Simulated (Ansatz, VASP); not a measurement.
## Two plane-wave programs on CdF2

The input POSCAR:

```
CdF2
1.0
    0.0000000000      2.6940984906      2.6940984906
    2.6940984906      0.0000000000      2.6940984906
    2.6940984906      2.6940984906      0.0000000000
Cd F
1 2
Direct
    0.0000000000      0.0000000000      0.0000000000
    0.2500000000      0.2500000000      0.2500000000
    0.7500000000      0.7500000000      0.7500000000
```

File INCAR.step1:

```
ALGO = Normal
EDIFF = 1E-4
ENCUT = 520
GGA = PE
ISMEAR = 0
LASPH = True
LCHARG = False
LREAL = False
LWAVE = True
NBANDS = 20
NELM = 80
PREC = Accurate
SIGMA = 0.05
```

INCAR.step2

```
ALGO = Normal
EDIFF = 1E-6
ENCUT = 520
ISIF = 2
ISMEAR = 0
ISTART = 1
IVDW = 12
LASPH = True
LCHARG = False
LMIXTAU = True
LREAL = False
LWAVE = False
METAGGA = R2SCAN
NBANDS = 20
NELM = 80
PREC = Accurate
SIGMA = 0.05
VDW_A1 = 0.49484001
VDW_A2 = 5.73083694
VDW_S6 = 1.0
VDW_S8 = 0.78981345
```

KPOINTS

```
k-points
0
Gamma
  8 8 8
```

Input for Ansatz:

```yaml
crystal:
  lattice:
    - [0.0, 2.6940984906, 2.6940984906]
    - [2.6940984906, 0.0, 2.6940984906]
    - [2.6940984906, 2.6940984906, 0.0]
  atoms:
    - { symbol: Cd, position: [0.0, 0.0, 0.0] }
    - { symbol: F, position: [0.25, 0.25, 0.25] }
    - { symbol: F, position: [0.75, 0.75, 0.75] }
basis:
  ecutwfc: "500 eV"
  ecutrho_ratio: 8
kpoints:
  mp_grid: { grid: [8, 8, 8] }
hamiltonian:
  xc: r2scan
  dispersion: d3bj
scf:
  occupations: { method: gaussian, width: 0.05 }
output:
  forces: true
  stress: true
  write_density: true
  write_potential: true
  elf: true
  volumetric_format: npy
```

Alike in both runs: task single point; functional r2SCAN; dispersion D3(BJ); k mesh 8 × 8 × 8; occupations gaussian, width 0.05 eV; no spin polarisation.

```csv
,VASP,Ansatz
version,VASP 6.6.1,Ansatz 0.2.0
potentials or method,"VASP PAW PBE potentials, release 64 (Cd, F), cutoff 520 eV","scalar-relativistic, plane waves, PAW"
valence electrons in the cell,26,34
```

|  | VASP | Ansatz | Ansatz less VASP |
| --- | --- | --- | --- |
| gap on the k mesh at the Fermi level (eV) | 3.75 | 3.79 | +0.044 |
| pressure (GPa) | 0.0 | -1.0 | -0.99 |

VASP's potentials were made for PBE, not for r2SCAN. VASP's potentials hold 26 valence electrons a cell and Ansatz's 34, so a difference there can come from the potentials and not from the codes. Ansatz's warnings: dispersion damping borrowed.
